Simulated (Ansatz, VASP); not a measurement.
**Two plane-wave programs on InSe**

INCAR

```
SYSTEM = InSe
PREC = Accurate
ENCUT = 500
EDIFF = 1E-7
ISMEAR = 0
SIGMA = 0.01
LREAL = .False.
LASPH = .True.
NELM = 120
ALGO = Normal
ISIF = 3
LWAVE = .False.
LCHARG = .False.
GGA = PS
IBRION = 2
NSW = 80
EDIFFG = -0.01
GGA_COMPAT = .False.
NELMIN = 4
```

File KPOINTS:

```
Automatic mesh
0
Gamma
  6 6 6
  0 0 0
```

File POSCAR:

```
InSe
1.0
    2.0000000000      1.1547005384      8.4400000000
   -2.0000000000      1.1547005384      8.4400000000
    0.0000000000     -2.3094010768      8.4400000000
In Se
2 2
Direct
    0.0000000000      0.0000000000      0.0000000000
    0.8885996667      0.8885996667      0.8885996667
    0.3835003333      0.3835003333      0.3835003333
    0.1719000000      0.1719000000      0.1719000000
```

Input for Ansatz:

```yaml
crystal:
  lattice:
    a: 4.0
    b: 4.0
    c: 25.32
    alpha: 90.0
    beta: 90.0
    gamma: 120.0
  space_group: 160
  atoms:
    - { symbol: In, position: [0.0, 0.0, 0.0] }
    - { symbol: In, position: [0.6666666666666666, 0.3333333333333333, 0.221933] }
    - { symbol: Se, position: [0.3333333333333333, 0.6666666666666666, 0.050167] }
    - { symbol: Se, position: [0.0, 0.0, 0.1719] }
  reduce_to_primitive: true
basis:
  ecutwfc: 600.0
kpoints:
  mp_grid:
    grid: [6, 6, 6]
    shift: [0.0, 0.0, 0.0]
hamiltonian:
  xc: pbesol
  dispersion: none
scf:
  occupations:
    method: fixed
relax:
  cell: {}
```

Alike in both runs: task relaxation of cell and atoms; functional PBEsol; k mesh 6 × 6 × 6; no spin polarisation.

|  | VASP | Ansatz |
| --- | --- | --- |
| version | VASP 6.6.1 | Ansatz 0.2.0 |
| potentials or method | VASP PAW PBE potentials, release 64 (In_d, Se), cutoff 500 eV | plane waves, PAW |
| occupations | gaussian, width 0.01 eV | fixed |
| valence electrons in the cell | 38 | 58 |

Ansatz gave:

| Quantity | Value |
| --- | --- |
| relaxed volume (Å³/atom) | 29.32 |
| relaxed cell length with the largest relative difference (Å) | 8.726 |

Task: What did VASP give for the same quantities?

Result: Relaxed volume (Å³/atom): 29.26; relaxed cell length with the largest relative difference (Å): 8.705.

VASP's potentials were made for PBE, not for PBEsol. VASP's potentials hold 38 valence electrons a cell and Ansatz's 58, so a difference there can come from the potentials and not from the codes.
